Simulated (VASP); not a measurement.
# AlRu (P4/mmm) in VASP: single point with PBEsol

Aim: the single point of AlRu with PBEsol.

Program: VASP 6.6.1. These are calculated values, not measurements. Logs are shortened: lines on timing, memory, paths and dates and some standing lists are left out, and cuts for length are marked.

### Step 1. The cell of the first run

It takes space group P4/mmm (No. 123, tetragonal). The conventional cell has a = 2.862 Å, b = 2.862 Å, c = 3.096 Å, α = 90.00°, β = 90.00°, γ = 90.00°. Al (site symmetry 4/mmm) has 8 Ru at 2.55 Å and 6 Al at 2.86 to 3.10 Å within 3.4 Å. Ru (site symmetry 4/mmm) has 8 Al at 2.55 Å and 6 Ru at 2.86 to 3.10 Å within 3.4 Å.

### Step 2. Single point, PBEsol

File INCAR:

```
SYSTEM = AlRu
ALGO = Normal
EDIFF = 1E-7
ENCUT = 520
GGA = PS
ISIF = 2
ISMEAR = 0
LASPH = .TRUE.
LCHARG = .FALSE.
LREAL = .FALSE.
LWAVE = .FALSE.
NBANDS = 16
NELM = 60
PREC = Accurate
SIGMA = 0.1
```

File KPOINTS:

```
k-points
0
G
  12 12 11
  0 0 0
```

File POSCAR:

```
AlRu
1.0
    2.8621655518      0.0000000000      0.0000000000
    0.0000000000      2.8621655518      0.0000000000
    0.0000000000      0.0000000000      3.0964332027
Al Ru
1 1
Direct
    0.0000000000      0.0000000000      0.0000000000
    0.5000000000      0.5000000000      0.5000000000
```

Potentials or basis: VASP PAW PBE potentials, release 64 (Al, Ru_pv).

Launch:

```
cat potpaw_PBE.64/Al/POTCAR potpaw_PBE.64/Ru_pv/POTCAR > POTCAR
mpirun -np 1 vasp_std > vasp.out
```

OUTCAR:

```text
SYSTEM = AlRu
   EDIFF = 1E-7
   ENCUT = 520
   GGA = PS
   ISIF = 2
   ISMEAR = 0
   LASPH = .TRUE.
   LREAL = .FALSE.
   NELM = 60
   PREC = Accurate

 ion  position               nearest neighbor table
   1  0.000  0.000  0.000-   2 2.55   2 2.55   2 2.55   2 2.55   2 2.55   2 2.55   2 2.55   2 2.55

   2  0.500  0.500  0.500-   1 2.55   1 2.55   1 2.55   1 2.55   1 2.55   1 2.55   1 2.55   1 2.55

  LATTYP: Found a simple tetragonal cell.
 ALAT       =     2.8621655518
 C/A-ratio  =     1.0818497905

  Lattice vectors:

 A1 = (   2.8621655518,   0.0000000000,   0.0000000000)
 A2 = (   0.0000000000,   2.8621655518,   0.0000000000)
 A3 = (   0.0000000000,   0.0000000000,   3.0964332027)

Analysis of symmetry for initial positions (statically):
=====================================================================
 Subroutine PRICEL returns:
 Original cell was already a primitive cell.

 Routine SETGRP: Setting up the symmetry group for a
 simple tetragonal supercell.

 Subroutine GETGRP returns: Found 16 space group operations
 (whereof 16 operations were pure point group operations)
 out of a pool of 16 trial point group operations.

The static configuration has the point symmetry D_4h.

Analysis of symmetry for dynamics (positions and initial velocities):
=====================================================================
 Subroutine PRICEL returns:
 Original cell was already a primitive cell.

 Routine SETGRP: Setting up the symmetry group for a
 simple tetragonal supercell.

 Subroutine GETGRP returns: Found 16 space group operations
 (whereof 16 operations were pure point group operations)
 out of a pool of 16 trial point group operations.

The dynamic configuration has the point symmetry D_4h.

 Subroutine INISYM returns: Found 16 space group operations
 (whereof 16 operations are pure point group operations),
 and found     1 'primitive' translations

----------------------------------------------------------------------------------------

                                     Primitive cell

  volume of cell :      25.3660

  direct lattice vectors                    reciprocal lattice vectors
     2.862165552  0.000000000  0.000000000     0.349385800  0.000000000  0.000000000
     0.000000000  2.862165552  0.000000000     0.000000000  0.349385800  0.000000000
     0.000000000  0.000000000  3.096433203     0.000000000  0.000000000  0.322952227

  length of vectors
     2.862165552  2.862165552  3.096433203     0.349385800  0.349385800  0.322952227

  position of ions in fractional coordinates (direct lattice)
     0.000000000  0.000000000  0.000000000
     0.500000000  0.500000000  0.500000000

  ion indices of the primitive-cell ions
   primitive index   ion index
                 1           1
                 2           2

----------------------------------------------------------------------------------------

 KPOINTS: k-points

Automatic generation of k-mesh.
 Grid dimensions read from file:
 generate k-points for:   12   12   11

 Generating k-lattice:

  Cartesian coordinates                     Fractional coordinates (reciprocal lattice)
     0.029115483  0.000000000  0.000000000     0.083333333  0.000000000  0.000000000
     0.000000000  0.029115483  0.000000000     0.000000000  0.083333333  0.000000000
     0.000000000  0.000000000  0.029359293     0.000000000  0.000000000  0.090909091

  Length of vectors
     0.029115483  0.029115483  0.029359293

  Shift w.r.t. Gamma in fractional coordinates (k-lattice)
     0.000000000  0.000000000  0.000000000

 Subroutine IBZKPT returns following result:
 ===========================================

 Found    168 irreducible k-points:

 Following reciprocal coordinates:
            Coordinates               Weight
  0.000000  0.000000  0.000000      1.000000
  0.083333  0.000000  0.000000      4.000000
  0.166667  0.000000  0.000000      4.000000
  0.250000  0.000000  0.000000      4.000000
  0.333333  0.000000  0.000000      4.000000
  0.416667  0.000000  0.000000      4.000000
[... 16 lines left out ...]
  0.333333  0.333333  0.000000      4.000000
  0.416667  0.333333  0.000000      8.000000
 [... further k-points ...]
   k-points           NKPTS =    168   k-points in BZ     NKDIM =    168   number of bands    NBANDS=     16
   number of dos      NEDOS =    301   number of ions     NIONS =      2
   total plane-waves  NPLWV =  13824
   dimension x,y,z NGX =    24 NGY =   24 NGZ =   24
   dimension x,y,z NGXF=    48 NGYF=   48 NGZF=   48
   ions per type =               1   1
   NGX,Y,Z   is equivalent  to a cutoff of  13.94, 13.94, 12.89 a.u.
   NGXF,Y,Z  is equivalent  to a cutoff of  27.88, 27.88, 25.77 a.u.
 SYSTEM =  AlRu
   PREC   = accura    normal or accurate (medium, high low for compatibility)
   ISTART =      0    job   : 0-new  1-cont  2-samecut
   ICHARG =      2    charge: 1-file 2-atom 10-const
   ISPIN  =      1    spin polarized calculation?
   LNONCOLLINEAR =      F non collinear calculations
   LSORBIT =      F    spin-orbit coupling
   LASPH  =      T    aspherical Exc in radial PAW
   ENCUT  =  520.0 eV  38.22 Ry    6.18 a.u.   5.32  5.32  5.76*2*pi/ulx,y,z
   NELM   =     60;   NELMIN=  2; NELMDL= -5     # of ELM steps
   EDIFF  = 0.1E-06   stopping-criterion for ELM
   LREAL  =      F    real-space projection
   EDIFFG = 0.1E-05   stopping-criterion for IOM
   NSW    =      0    number of steps for IOM
   IBRION =     -1    ionic relax: 0-MD 1-quasi-New 2-CG
   NFREE  =      0    steps in history (QN), initial steepest desc. (CG)
   ISIF   =      2    stress and relaxation
   ISYM   =      2    0-nonsym 1-usesym 2-fastsym
   POTIM  = 0.5000    time-step for ionic-motion
   TEBEG  =    0.0;   TEEND  =   0.0 temperature during run
   PSTRESS=    0.0 pullay stress
   NELECT =      17.0000    total number of electrons
   NUPDOWN=      -1.0000    fix difference up-down
   EMIN   =  10.00;   EMAX   =-10.00  energy-range for DOS
   EFERMI =   0.00;   METHOD = LEGACY
   ISMEAR =     0;   SIGMA  =   0.10  broadening in eV -4-tet -1-fermi 0-gaus
   EFERMI_NEDOS =   21; number of points for ismear=-14 and -15
   IALGO  =     38    algorithm
   IMIX   =      4    mixing-type and parameters
     AMIX     =   0.40;   BMIX     =  1.00
     AMIX_MAG =   1.60;   BMIX_MAG =  1.00
  volume/ion in A,a.u.               =      12.68        85.59
  Fermi-wavevector in a.u.,A,eV,Ry     =   1.432652  2.707320 27.925849  2.052492
  Thomas-Fermi vector in A             =   2.552256
   LORBIT       =      0    0 simple, 1 ext, 2 COOP (PROOUT), +10 PAW based schemes
   GGA     = PS    functional components
   LHFCALC =     F    Hartree Fock is set to
   AEXX    =    0.0000 exact exchange contribution
   IVDW    =     0    specifies the selected vdW correction
   LEPSILON=     F    determine dielectric tensor
   LRPA    =     F    only Hartree local field effects (RPA)
 non-spin polarized calculation
 Gauss-broadening in eV      SIGMA  =   0.10
  energy-cutoff  :      520.00
  volume of cell :       25.37
 maximum number of plane-waves:       712
 NGX is ok and might be reduce to    24
   NGX = 11   NGY = 11   NGZ = 11

 number of electron      17.0000004 magnetization

 Free energy of the ion-electron system (eV)
  ---------------------------------------------------
  ext. energy  EPLUGINS =         0.00000000
  ---------------------------------------------------
  free energy    TOTEN  =       -15.43458894 eV

  energy without entropy =      -15.42723927  energy(sigma->0) =      -15.43091411

 E-fermi :  11.3801     XC(G=0): -12.9679

 val. band max:       11.3773975731   @ k =   0.1667   0.0833   0.4545
 cond. band min:      11.3956776878   @ k =   0.5000   0.5000   0.3636
 fundamental gap:      0.0182801146
 Fermi energy:        11.3800634193

 k-point     1 :       0.0000    0.0000    0.0000
  band No.  band energies     occupation
      1     -30.4189      2.00000
      2     -30.3050      2.00000
      3     -30.3050      2.00000
      4       1.3653      2.00000
      5       7.4320      2.00000
      6       7.5016      2.00000
[... 8 lines left out ...]
     15      23.3628      0.00000
     16      27.7044      0.00000

 k-point     2 :       0.0833    0.0000    0.0000
  band No.  band energies     occupation
      1     -30.4169      2.00000
      2     -30.3276      2.00000
      3     -30.3031      2.00000
      4       1.5116      2.00000
      5       7.4983      2.00000
      6       7.5704      2.00000
[... 8 lines left out ...]
     15      23.3651      0.00000
     16      28.2024      0.00000

 k-point     3 :       0.1667    0.0000    0.0000
  band No.  band energies     occupation
      1     -30.4112      2.00000
      2     -30.3887      2.00000
      3     -30.2979      2.00000
      4       1.9396      2.00000
      5       7.6660      2.00000
      6       7.7410      2.00000
[... 8 lines left out ...]
     15      23.9196      0.00000
     16      29.1017      0.00000

 k-point     4 :       0.2500    0.0000    0.0000
  band No.  band energies     occupation
      1     -30.4715      2.00000
      2     -30.4034      2.00000
      3     -30.2908      2.00000
      4       2.6185      2.00000
      5       7.8246      2.00000
      6       7.9057      2.00000
[... 8 lines left out ...]
     15      24.5315      0.00000
     16      27.6460      0.00000
[... 324 lines left out ...]
 k-point    22 :       0.5000    0.2500    0.0000
  band No.  band energies     occupation
      1     -30.6130      2.00000
      2     -30.4356      2.00000
      3     -30.3720      2.00000
      4       5.7038      2.00000
      5       6.5721      2.00000
      6       9.2968      2.00000
[... 8 lines left out ...]
     15      23.3645      0.00000
     16      24.4741      0.00000

 k-point    23 :       0.3333    0.3333    0.0000
  band No.  band energies     occupation
      1     -30.5269      2.00000
      2     -30.5208      2.00000
      3     -30.3720      2.00000
      4       4.9550      2.00000
      5       7.3903      2.00000
      6       9.3711      2.00000
[... 8 lines left out ...]
     15      24.2157      0.00000
     16      25.6749      0.00000

 k-point    24 :       0.4167    0.3333    0.0000
  band No.  band energies     occupation
      1     -30.5814      2.00000
      2     -30.5165      2.00000
      3     -30.3662      2.00000
      4       5.3367      2.00000
      5       7.3253      2.00000
      6       9.5554      2.00000
[... 8 lines left out ...]
     15      23.7604      0.00000
     16      26.1404      0.00000

 [... further k-points ...]

------------------------ aborting loop because EDIFF is reached ----------------------------------------

  FORCE on cell =-STRESS in cart. coord.  units (eV):
  Direction    XX          YY          ZZ          XY          YZ          ZX
  --------------------------------------------------------------------------------------
  -------------------------------------------------------------------------------------
  Total        2.3591766      2.3591766      0.0221193      0.0000000      0.0000000      0.0000000
  in kB      149.0115086    149.0115086      1.3971083      0.0000000      0.0000000      0.0000000
  external PRESSURE =      99.8067085 kB  Pullay stress =       0.0000000 kB

 VOLUME and BASIS-vectors are now :
 -----------------------------------------------------------------------------
  energy-cutoff  :      520.00
  volume of cell :       25.37
      direct lattice vectors                 reciprocal lattice vectors
     2.862165552  0.000000000  0.000000000     0.349385800  0.000000000  0.000000000
     0.000000000  2.862165552  0.000000000     0.000000000  0.349385800  0.000000000
     0.000000000  0.000000000  3.096433203     0.000000000  0.000000000  0.322952227

 POSITION                                       TOTAL-FORCE (eV/Angst)
 -----------------------------------------------------------------------------------
      0.00000      0.00000      0.00000         0.000000      0.000000      0.000000
      1.43108      1.43108      1.54822         0.000000      0.000000      0.000000
 -----------------------------------------------------------------------------------
    total drift:                                0.000000     -0.000000     -0.000000

  FREE ENERGIE OF THE ION-ELECTRON SYSTEM (eV)
  ---------------------------------------------------
  free  energy   TOTEN  =       -15.4345889437 eV

  energy  without entropy=      -15.4272392710  energy(sigma->0) =      -15.43091411
```

Wall time 28 s (1 thread of Intel Xeon Platinum 8488C (Sapphire Rapids), shared host); peak memory 0.19 GiB.

What came out:

- Free energy: -15.4346 eV
- Pressure: 10.0 GPa

Stress tensor (GPa, compression positive):
```
14.90  0.00  0.00
 0.00 14.90  0.00
 0.00  0.00  0.14
```

Caveat: the PAW data sets were made with another functional, which shifts forces and pressure a little.
